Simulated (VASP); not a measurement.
# Re (Fm-3m) in VASP: a series of runs

Re is run at these levels: PBEsol; tasks: single point.

Program: VASP 6.6.1. These are calculated values, not measurements. Logs are shortened: lines on timing, memory, paths and dates and some standing lists are left out, and cuts for length are marked.

## Step 1: The cell of the first run

Symmetry: Fm-3m, No. 225, cubic system. The conventional cell has a = 3.719 Å, b = 3.719 Å, c = 3.719 Å, α = 90.00°, β = 90.00°, γ = 90.00°. Re (site symmetry m-3m) has 12 Re at 2.63 Å within 3.5 Å.

This isn't the form of Re at room conditions, which is hcp.

## Step 2: Single point, PBEsol (12.86 Å³/atom)

Input file INCAR:

```
PREC = Accurate
ENCUT = 520
EDIFF = 1E-6
ISMEAR = 0
SIGMA = 0.1
LREAL = F
LASPH = T
NELM = 100
ALGO = Fast
ISIF = 2
LWAVE = F
LCHARG = F
GGA = PS
NBANDS = 10
```

Input file KPOINTS:

```
regular mesh
0
Gamma
  18 18 18
```

Input file POSCAR:

```
Re
1.0
    0.0000000000      1.8593368192      1.8593368192
    1.8593368192      0.0000000000      1.8593368192
    1.8593368192      1.8593368192      0.0000000000
Re
1
Direct
    0.0000000000      0.0000000000      0.0000000000
```

Potentials or basis: VASP PAW PBE potentials, release 64 (Re).

Started as:

```bash
$ cat potpaw_PBE.64/Re/POTCAR > POTCAR
$ mpirun -np 1 vasp_std > vasp.out
```

OUTCAR:

```text
PREC = Accurate
   ENCUT = 520
   EDIFF = 1E-6
   ISMEAR = 0
   LREAL = F
   LASPH = T
   NELM = 100
   ISIF = 2
   GGA = PS

 ion  position               nearest neighbor table
   1  0.000  0.000  0.000-

  LATTYP: Found a face centered cubic cell.
 ALAT       =     3.7186736384

  Lattice vectors:

 A1 = (   0.0000000000,   1.8593368192,   1.8593368192)
 A2 = (   1.8593368192,   0.0000000000,   1.8593368192)
 A3 = (   1.8593368192,   1.8593368192,   0.0000000000)

Analysis of symmetry for initial positions (statically):
=====================================================================
 Subroutine PRICEL returns:
 Original cell was already a primitive cell.

 Routine SETGRP: Setting up the symmetry group for a
 face centered cubic supercell.

 Subroutine GETGRP returns: Found 48 space group operations
 (whereof 48 operations were pure point group operations)
 out of a pool of 48 trial point group operations.

The static configuration has the point symmetry O_h .

Analysis of symmetry for dynamics (positions and initial velocities):
=====================================================================
 Subroutine PRICEL returns:
 Original cell was already a primitive cell.

 Routine SETGRP: Setting up the symmetry group for a
 face centered cubic supercell.

 Subroutine GETGRP returns: Found 48 space group operations
 (whereof 48 operations were pure point group operations)
 out of a pool of 48 trial point group operations.

The dynamic configuration has the point symmetry O_h .

 Subroutine INISYM returns: Found 48 space group operations
 (whereof 48 operations are pure point group operations),
 and found     1 'primitive' translations

----------------------------------------------------------------------------------------

                                     Primitive cell

  volume of cell :      12.8560

  direct lattice vectors                    reciprocal lattice vectors
     0.000000000  1.859336819  1.859336819    -0.268913085  0.268913085  0.268913085
     1.859336819  0.000000000  1.859336819     0.268913085 -0.268913085  0.268913085
     1.859336819  1.859336819  0.000000000     0.268913085  0.268913085 -0.268913085

  length of vectors
     2.629499347  2.629499347  2.629499347     0.465771126  0.465771126  0.465771126

  position of ions in fractional coordinates (direct lattice)
     0.000000000  0.000000000  0.000000000

  ion indices of the primitive-cell ions
   primitive index   ion index
                 1           1

----------------------------------------------------------------------------------------

 KPOINTS: regular mesh

Automatic generation of k-mesh.
 Grid dimensions read from file:
 generate k-points for:   18   18   18

 Generating k-lattice:

  Cartesian coordinates                     Fractional coordinates (reciprocal lattice)
    -0.014939616  0.014939616  0.014939616     0.055555556  0.000000000  0.000000000
     0.014939616 -0.014939616  0.014939616     0.000000000  0.055555556  0.000000000
     0.014939616  0.014939616 -0.014939616     0.000000000  0.000000000  0.055555556

  Length of vectors
     0.025876174  0.025876174  0.025876174

  Shift w.r.t. Gamma in fractional coordinates (k-lattice)
     0.000000000  0.000000000  0.000000000

 Subroutine IBZKPT returns following result:
 ===========================================

 Found    195 irreducible k-points:

 Following reciprocal coordinates:
            Coordinates               Weight
  0.000000  0.000000  0.000000      1.000000
  0.055556  0.000000  0.000000      8.000000
  0.111111  0.000000  0.000000      8.000000
  0.166667  0.000000  0.000000      8.000000
  0.222222  0.000000  0.000000      8.000000
  0.277778  0.000000  0.000000      8.000000
[... 16 lines left out ...]
 -0.277778  0.055556  0.000000     24.000000
 -0.222222  0.055556  0.000000     24.000000
 [... further k-points ...]
   k-points           NKPTS =    195   k-points in BZ     NKDIM =    195   number of bands    NBANDS=     10
   number of dos      NEDOS =    301   number of ions     NIONS =      1
   total plane-waves  NPLWV =   8000
   dimension x,y,z NGX =    20 NGY =   20 NGZ =   20
   dimension x,y,z NGXF=    40 NGYF=   40 NGZF=   40
   ions per type =               1
   NGX,Y,Z   is equivalent  to a cutoff of  12.64, 12.64, 12.64 a.u.
   NGXF,Y,Z  is equivalent  to a cutoff of  25.29, 25.29, 25.29 a.u.
 SYSTEM =  unknown system
   PREC   = accura    normal or accurate (medium, high low for compatibility)
   ISTART =      0    job   : 0-new  1-cont  2-samecut
   ICHARG =      2    charge: 1-file 2-atom 10-const
   ISPIN  =      1    spin polarized calculation?
   LNONCOLLINEAR =      F non collinear calculations
   LSORBIT =      F    spin-orbit coupling
   LASPH  =      T    aspherical Exc in radial PAW
   ENCUT  =  520.0 eV  38.22 Ry    6.18 a.u.   4.89  4.89  4.89*2*pi/ulx,y,z
   NELM   =    100;   NELMIN=  2; NELMDL= -5     # of ELM steps
   EDIFF  = 0.1E-05   stopping-criterion for ELM
   LREAL  =      F    real-space projection
   EDIFFG = 0.1E-04   stopping-criterion for IOM
   NSW    =      0    number of steps for IOM
   IBRION =     -1    ionic relax: 0-MD 1-quasi-New 2-CG
   NFREE  =      0    steps in history (QN), initial steepest desc. (CG)
   ISIF   =      2    stress and relaxation
   ISYM   =      2    0-nonsym 1-usesym 2-fastsym
   POTIM  = 0.5000    time-step for ionic-motion
   TEBEG  =    0.0;   TEEND  =   0.0 temperature during run
   PSTRESS=    0.0 pullay stress
   NELECT =       7.0000    total number of electrons
   NUPDOWN=      -1.0000    fix difference up-down
   EMIN   =  10.00;   EMAX   =-10.00  energy-range for DOS
   EFERMI =   0.00;   METHOD = LEGACY
   ISMEAR =     0;   SIGMA  =   0.10  broadening in eV -4-tet -1-fermi 0-gaus
   EFERMI_NEDOS =   21; number of points for ismear=-14 and -15
   IALGO  =     68    algorithm
   IMIX   =      4    mixing-type and parameters
     AMIX     =   0.40;   BMIX     =  1.00
     AMIX_MAG =   1.60;   BMIX_MAG =  1.00
  volume/ion in A,a.u.               =      12.86        86.76
  Fermi-wavevector in a.u.,A,eV,Ry     =   1.336820  2.526223 24.314787  1.787086
  Thomas-Fermi vector in A             =   2.465416
   LORBIT       =      0    0 simple, 1 ext, 2 COOP (PROOUT), +10 PAW based schemes
[... 45 lines left out ...]
  band No.  band energies     occupation
      1      -1.1747      2.00000
      2       7.3128      2.00000
      3       7.5172      2.00000
      4       7.5172      2.00000
      5      11.2689      0.00000
      6      11.2689      0.00000
      7      24.1487      0.00000
      8      29.4138      0.00000
      9      30.5729      0.00000
     10      30.5729      0.00000

 k-point     3 :       0.1111    0.0000    0.0000
  band No.  band energies     occupation
      1      -0.6873      2.00000
      2       7.0049      2.00000
      3       7.7310      2.00000
      4       7.7310      2.00000
      5      11.1001      0.00000
      6      11.1001      0.00000
      7      25.0582      0.00000
      8      27.9646      0.00000
      9      31.4973      0.00000
     10      31.4976      0.00000

 k-point     4 :       0.1667    0.0000    0.0000
  band No.  band energies     occupation
      1       0.0394      2.00000
      2       6.6645      2.00000
      3       7.9645      2.00000
      4       7.9645      2.00000
      5      11.0055      0.00000
      6      11.0055      0.00000
      7      25.6568      0.00000
      8      27.3257      0.00000
      9      32.9456      0.00000
     10      32.9456      0.00000

 k-point     5 :       0.2222    0.0000    0.0000
  band No.  band energies     occupation
      1       0.8478      2.00000
      2       6.5086      2.00000
      3       8.0398      2.00000
      4       8.0398      2.00000
      5      11.2155      0.00000
      6      11.2155      0.00000
      7      24.6846      0.00000
      8      28.5648      0.00000
      9      34.8139      0.00000
     10      34.8468      0.00000

 k-point     6 :       0.2778    0.0000    0.0000
  band No.  band energies     occupation
      1       1.4945      2.00000
      2       6.7911      2.00000
      3       7.8905      2.00000
      4       7.8905      2.00000
      5      11.8175      0.00000
      6      11.8175      0.00000
      7      23.6295      0.00000
      8      29.2512      0.00000
      9      36.3882      0.00000
     10      36.9696      0.00000

 k-point     7 :       0.3333    0.0000    0.0000
  band No.  band energies     occupation
      1       1.8068      2.00000
      2       7.6304      2.00000
      3       7.6304      2.00000
      4       7.6326      2.00000
      5      12.6690      0.00000
      6      12.6690      0.00000
      7      22.7880      0.00000
      8      27.9728      0.00000
      9      35.6195      0.00000
     10      35.8928      0.00000

 k-point     8 :       0.3889    0.0000    0.0000
  band No.  band energies     occupation
      1       1.8618      2.00000
      2       7.3809      2.00000
      3       7.3809      2.00000
      4       8.8146      2.00000
      5      13.5545      0.00000
      6      13.5545      0.00000
      7      22.2135      0.00000
      8      25.8760      0.00000
      9      33.5003      0.00000
     10      33.5003      0.00000

 k-point     9 :       0.4444    0.0000    0.0000
  band No.  band energies     occupation
      1       1.8280      2.00000
      2       7.2105      2.00000
      3       7.2105      2.00000
      4       9.8890      0.25594
      5      14.2411      0.00000
      6      14.2411      0.00000
      7      21.9455      0.00000
      8      24.0958      0.00000
      9      32.0799      0.00000
     10      32.0799      0.00000
[... 118 lines left out ...]
 k-point    19 :       0.5000    0.0556    0.0000
  band No.  band energies     occupation
      1       1.9606      2.00000
      2       6.9525      2.00000
      3       7.2989      2.00000
      4       9.9460      0.05224
      5      14.5194      0.00000
      6      14.8250      0.00000
      7      21.7952      0.00000
      8      23.7625      0.00000
      9      31.5193      0.00000
     10      31.7193      0.00000

 k-point    20 :      -0.4444    0.0556    0.0000
  band No.  band energies     occupation
      1       1.9702      2.00000
      2       6.9982      2.00000
      3       7.2946      2.00000
      4       9.8172      0.90478
      5      14.1663      0.00000
      6      14.9665      0.00000
      7      21.8660      0.00000
      8      23.9658      0.00000
      9      31.4729      0.00000
     10      32.0992      0.00000

 k-point    21 :      -0.3889    0.0556    0.0000
  band No.  band energies     occupation
      1       2.0098      2.00000
      2       7.1655      2.00000
      3       7.4103      2.00000
      4       8.9410      2.00000
      5      13.3958      0.00000
      6      14.5493      0.00000
      7      22.2464      0.00000
      8      25.2734      0.00000
      9      32.1817      0.00000
     10      33.5764      0.00000

 k-point    22 :      -0.3333    0.0556    0.0000
  band No.  band energies     occupation
      1       2.0033      2.00000
      2       7.4272      2.00000
      3       7.6308      2.00000
      4       7.7800      2.00000
      5      12.4257      0.00000
      6      13.7675      0.00000
      7      22.8297      0.00000
      8      27.2616      0.00000
      9      33.5616      0.00000
     10      35.8457      0.00000

 k-point    23 :      -0.2778    0.0556    0.0000
  band No.  band energies     occupation
      1       1.7932      2.00000
      2       6.8195      2.00000
      3       7.7311      2.00000
      4       7.9091      2.00000
      5      11.4728      0.00000
      6      12.8668      0.00000
      7      23.6203      0.00000
      8      29.0674      0.00000
      9      34.7404      0.00000
     10      35.5824      0.00000

 k-point    24 :      -0.2222    0.0556    0.0000
  band No.  band energies     occupation
      1       1.2408      2.00000
      2       6.3809      2.00000
      3       7.9832      2.00000
      4       8.1335      2.00000
      5      10.7494      0.00000
      6      12.0724      0.00000
      7      24.6122      0.00000
      8      29.0791      0.00000
      9      34.1255      0.00000
     10      36.1223      0.00000

 [... further k-points ...]
[... 5 lines left out ...]
  --------------------------------------------------------------------------------------
  -------------------------------------------------------------------------------------
  Total        5.3978382      5.3978382      5.3978382      0.0000000     -0.0000000      0.0000000
  in kB      672.7074576    672.7074576    672.7074576      0.0000000     -0.0000000      0.0000000
  external PRESSURE =     672.7074576 kB  Pullay stress =       0.0000000 kB

 VOLUME and BASIS-vectors are now :
 -----------------------------------------------------------------------------
  energy-cutoff  :      520.00
  volume of cell :       12.86
      direct lattice vectors                 reciprocal lattice vectors
     0.000000000  1.859336819  1.859336819    -0.268913085  0.268913085  0.268913085
     1.859336819  0.000000000  1.859336819     0.268913085 -0.268913085  0.268913085
     1.859336819  1.859336819  0.000000000     0.268913085  0.268913085 -0.268913085

 POSITION                                       TOTAL-FORCE (eV/Angst)
 -----------------------------------------------------------------------------------
      0.00000      0.00000      0.00000         0.000000     -0.000000      0.000000
 -----------------------------------------------------------------------------------
    total drift:                                0.000000      0.000000     -0.000000

  FREE ENERGIE OF THE ION-ELECTRON SYSTEM (eV)
  ---------------------------------------------------
  free  energy   TOTEN  =       -12.9729570860 eV

  energy  without entropy=      -12.9699354920  energy(sigma->0) =      -12.97144629
```

Run time: 52 s. Hardware: 1 thread of Intel Xeon 8259CL, shared host; peak memory 0.15 GiB.

Results:

* Free energy: -12.9730 eV
* Pressure: 67.3 GPa
* Band gap on the k mesh: zero (an odd number of electrons rules out a gap without spin polarisation)

Caveat: the cell stands under pressure; the PAW data sets were made with another functional, which shifts forces and pressure a little; spin-orbit coupling is left out, which moves the levels of the heavy elements.

## Step 3: Single point, PBEsol (13.29 Å³/atom)

This run uses another cell than the first one, of 13.29 Å³/atom.

Input file INCAR:

```
PREC     = Accurate       # precision mode
ENCUT    = 520            # plane-wave cutoff, eV
EDIFF    = 1E-7           # SCF threshold, eV
ISMEAR   = 0              # smearing method
SIGMA    = 0.1            # smearing width, eV
LREAL    = F              # projectors in reciprocal space
LASPH    = T              # aspherical terms in the spheres
NELM     = 60             # most SCF steps
ALGO     = Normal         # electronic algorithm
ISIF     = 2              # what is computed and relaxed
LWAVE    = F              # write WAVECAR
LCHARG   = F              # write CHGCAR
GGA      = PS             # functional
NBANDS   = 10             # bands
```

Input file KPOINTS:

```
Automatic mesh
0
Gamma
  18 18 18
```

Input file POSCAR:

```
Re
1.0
    0.0000000000      1.8802299929      1.8802299929
    1.8802299929      0.0000000000      1.8802299929
    1.8802299929      1.8802299929      0.0000000000
Re
1
Direct
    0.0000000000      0.0000000000      0.0000000000
```

Potentials or basis: VASP PAW PBE potentials, release 64 (Re).

Started as:

```bash
$ cat potpaw_PBE.64/Re/POTCAR > POTCAR
$ mpirun -np 1 vasp_std > vasp.out
```

Run time: 46 s. Hardware: 1 thread of Intel Xeon 8259CL, shared host; peak memory 0.15 GiB.

The run converged. Its results:

```yaml
Free_energy: -13.1276 eV
Pressure: 46.1 GPa
Band_gap_on_the_k_mesh: zero (an odd number of electrons rules out a gap without spin polarisation)
```

Levels at points of the mesh, in eV from the Fermi level:
```tsv
k point	band 1	band 2	band 3	band 4	band 5	band 6	band 7	band 8
(0.00, 0.00, 0.00)	-10.90	-2.25	-2.25	-2.25	1.47	1.47	14.00	20.24
(0.50, 0.00, 0.00)	-7.71	-2.51	-2.51	0.44	4.47	4.47	11.55	13.51
(0.50, 0.50, 0.00)	-7.84	-6.89	3.33	4.43	5.37	5.37	13.16	13.16
```

Caveat: the cell stands under pressure; the PAW data sets were made with another functional, which shifts forces and pressure a little; spin-orbit coupling is left out, which moves the levels of the heavy elements.

## Step 4: Single point, PBEsol (13.73 Å³/atom)

This run uses another cell than the first one, of 13.73 Å³/atom.

Input file INCAR:

```
  ALGO = Fast
  EDIFF = 1E-6
  ENCUT = 520
  GGA = PS
  ISIF = 2
  ISMEAR = 0
  LASPH = T
  LCHARG = F
  LREAL = F
  LWAVE = F
  NBANDS = 10
  NELM = 60
  PREC = Accurate
  SIGMA = 0.1
```

Input file KPOINTS:

```
k-points
0
Gamma
  18 18 18
```

Input file POSCAR:

```
Re
1.0
    0.0000000000      1.9006688767      1.9006688767
    1.9006688767      0.0000000000      1.9006688767
    1.9006688767      1.9006688767      0.0000000000
Re
1
Direct
    0.0000000000      0.0000000000      0.0000000000
```

Started as:

```bash
$ cat potpaw_PBE.64/Re/POTCAR > POTCAR
$ mpirun -np 1 vasp_std > vasp.out
```

It took 59 s on 1 thread of Intel Xeon 8259CL, shared host; peak memory 0.15 GiB.

It converged, with:

| Property | Result |
| --- | --- |
| Free energy | -13.2289 eV |
| Pressure | 28.2 GPa |
| Band gap on the k mesh | zero (an odd number of electrons rules out a gap without spin polarisation) |

Levels at points of the mesh, in eV from the Fermi level:
| k point | band 1 | band 2 | band 3 | band 4 | band 5 | band 6 | band 7 | band 8 | band 9 |
| --- | --- | --- | --- | --- | --- | --- | --- | --- | --- |
| (0.00, 0.00, 0.00) | -10.66 | -2.13 | -2.13 | -2.13 | 1.41 | 1.41 | 14.00 | 20.04 | 20.04 |
| (0.50, 0.00, 0.00) | -7.44 | -2.38 | -2.38 | 0.36 | 4.27 | 4.27 | 11.03 | 13.50 | 20.97 |
| (0.50, 0.50, 0.00) | -7.51 | -6.57 | 3.15 | 4.22 | 5.12 | 5.12 | 12.87 | 12.87 | 14.36 |

Caveat: the cell stands under pressure; the PAW data sets were made with another functional, which shifts forces and pressure a little; spin-orbit coupling is left out, which moves the levels of the heavy elements.

## Step 5: Single point, PBEsol (14.17 Å³/atom)

This run uses another cell than the first one, of 14.17 Å³/atom.

Input file INCAR:

```
PREC = Accurate
ENCUT = 520
EDIFF = 1E-6
ISMEAR = 0
SIGMA = 0.1
LREAL = False
LASPH = True
NELM = 100
ALGO = Normal
ISIF = 2
LWAVE = False
LCHARG = False
GGA = PS
NBANDS = 10
```

Input file KPOINTS:

```
regular mesh
0
Gamma
  18 18 18
```

Input file POSCAR:

```
Re
1.0
    0.0000000000      1.9206773879      1.9206773879
    1.9206773879      0.0000000000      1.9206773879
    1.9206773879      1.9206773879      0.0000000000
Re
1
Direct
    0.0000000000      0.0000000000      0.0000000000
```

Started as:

```bash
$ cat potpaw_PBE.64/Re/POTCAR > POTCAR
$ mpirun -np 1 vasp_std > vasp.out
```

Run time: 48 s. Hardware: 1 thread of Intel Xeon 8259CL, shared host; peak memory 0.15 GiB.

Results (log left out):

| Item | Value |
| --- | --- |
| Free energy | -13.2849 eV |
| Pressure | 12.9 GPa |
| Band gap on the k mesh | zero (an odd number of electrons rules out a gap without spin polarisation) |

Levels at points of the mesh, in eV from the Fermi level:
```tsv
k point	band 2	band 3	band 4	band 5	band 6	band 7
(0.00, 0.00, 0.00)	-2.03	-2.03	-2.03	1.35	1.35	13.99
(0.50, 0.00, 0.00)	-2.26	-2.26	0.29	4.07	4.07	10.53
(0.50, 0.50, 0.00)	-6.29	2.99	4.02	4.88	4.88	12.60
```

Caveat: the cell stands under pressure; the PAW data sets were made with another functional, which shifts forces and pressure a little; spin-orbit coupling is left out, which moves the levels of the heavy elements.

## Step 6: Summary

| cell | gap on the mesh (eV) | pressure (GPa) |
| --- | --- | --- |
| a = 2.629 Å, angles 60.0°, 1 atom | none | 67.3 |
| a = 2.659 Å, angles 60.0°, 1 atom | none | 46.1 |
| a = 2.688 Å, angles 60.0°, 1 atom | none | 28.2 |
| a = 2.716 Å, angles 60.0°, 1 atom | none | 12.9 |

Alike in all rows: task single point; level PBEsol; potentials or basis VASP PAW PBE potentials, release 64 (Re); no spin polarisation; k mesh 18 × 18 × 18; cutoff (eV) 520; smearing gaussian 0.1 eV.

Caveats: the cell stands under pressure; the PAW data sets were made with another functional, which shifts forces and pressure a little; spin-orbit coupling is left out, which moves the levels of the heavy elements.

Total energies depend on the potentials used, so only differences within one code and one set of settings carry meaning.
